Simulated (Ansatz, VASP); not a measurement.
**One calculation of CdTe, two programs**

```
Cd Te
1.0
     0.00000    3.31002    3.31002
     3.31002    0.00000    3.31002
     3.31002    3.31002    0.00000
Cd Te
1 1
Direct
  0.00000 0.00000 0.00000
  0.25000 0.25000 0.25000
```

Alike in both runs: functional PBE; k mesh 8 × 8 × 8; occupations gaussian, width 0.02 eV; no spin polarisation.

Ansatz relaxed the structure, and its values are those at the end. VASP's run is a single point on that final structure, the one shown.

```csv
,VASP,Ansatz
version,VASP 6.6.1,Ansatz 0.2.0
potentials or method,"VASP PAW PBE potentials, release 64 (Cd, Te), cutoff 520 eV","scalar-relativistic, plane waves, PAW"
valence electrons in the cell,18,36
```

|  | VASP | Ansatz | Ansatz less VASP |
| --- | --- | --- | --- |
| gap on the k mesh at the Fermi level (eV) | 0.58 | 0.58 | +0.002 |
| least direct gap on the mesh (eV) | 0.58 | 0.58 | +0.002 |
| pressure (GPa) | 0.1 | 0.0 | -0.11 |

VASP's potentials hold 18 valence electrons a cell and Ansatz's 36, so a difference there can come from the potentials and not from the codes.

Neither program's run includes spin-orbit coupling.
